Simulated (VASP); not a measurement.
Input of a VASP 6.6.1 run:

File INCAR:

```
SYSTEM = InP
PREC     = Accurate       ! precision mode
ENCUT    = 520            ! plane-wave cutoff, eV
EDIFF    = 1E-8           ! SCF threshold, eV
ISMEAR   = -1             ! smearing method
SIGMA    = 0.03           ! smearing width, eV
LREAL    = .FALSE.        ! projectors in reciprocal space
LASPH    = .TRUE.         ! aspherical terms in the spheres
NELM     = 80             ! most SCF steps
ALGO     = Normal         ! electronic algorithm
ISIF     = 2              ! what is computed and relaxed
LWAVE    = .FALSE.        ! write WAVECAR
LCHARG   = .FALSE.        ! write CHGCAR
GGA      = PS             ! functional
LEFG     = .TRUE.       
NBANDS   = 16             ! bands
```

Contents of KPOINTS:

```
Automatic mesh
0
G
  11 11 11
  0 0 0
```

The input POSCAR:

```
InP
1.0
    0.0000000000      2.8644851195      2.8644851195
    2.8644851195      0.0000000000      2.8644851195
    2.8644851195      2.8644851195      0.0000000000
In P
1 1
Direct
    0.0000000000      0.0000000000      0.0000000000
    0.5000000000      0.5000000000      0.5000000000
```

Potentials or basis: VASP PAW PBE potentials, release 64 (In_d, P).

Run with:

```console
$ cat potpaw_PBE.64/In_d/POTCAR potpaw_PBE.64/P/POTCAR > POTCAR
$ mpirun -np 1 vasp_std > vasp.out
```

Predict the pressure.

-8.6 GPa.

Predict the band gap on the k mesh.

zero (band 9 reaches 6.04 eV, above the bottom of band 10 at 3.74 eV).

Caveat: without QUAD_EFG the Cq values of the log hold for a quadrupole moment of 1 mb, not for the nuclei; the PAW data sets were made with another functional, which shifts forces and pressure a little; spin-orbit coupling is left out, which moves the levels of the heavy elements.
